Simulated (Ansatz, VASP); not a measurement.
AlN: VASP beside Ansatz

```
Al N
1.0
     3.11100    0.00000    0.00000
    -1.55550    2.69421    0.00000
     0.00000    0.00000    4.97800
Al N
2 2
Direct
  0.33333 0.66667 0.00000
  0.66667 0.33333 0.50000
  0.34825 0.88937 0.38500
  0.66667 0.33333 0.88500
```

Alike in both runs: task single point; functional PBE; k mesh 12 × 12 × 6; occupations gaussian, width 0.05 eV; no spin polarisation.

```csv
,VASP,Ansatz
version,VASP 6.6.1,Ansatz 0.2.0
potentials or method,"VASP PAW PBE potentials, release 64 (Al, N), cutoff 520 eV","scalar-relativistic, plane waves, PAW"
valence electrons in the cell,16,16
```

```tsv
	VASP	Ansatz	Ansatz less VASP
gap on the k mesh at the Fermi level (eV)	3.17	3.18	+0.010
least direct gap on the mesh (eV)	3.17	3.18	+0.010
rms of the force components (eV/Å)	12.122	12.298	+0.1760
```

Atom by atom the forces differ by 0.176 eV/Å (rms over components). With one functional, cell and mesh, what is left measures potentials, basis and numerics.
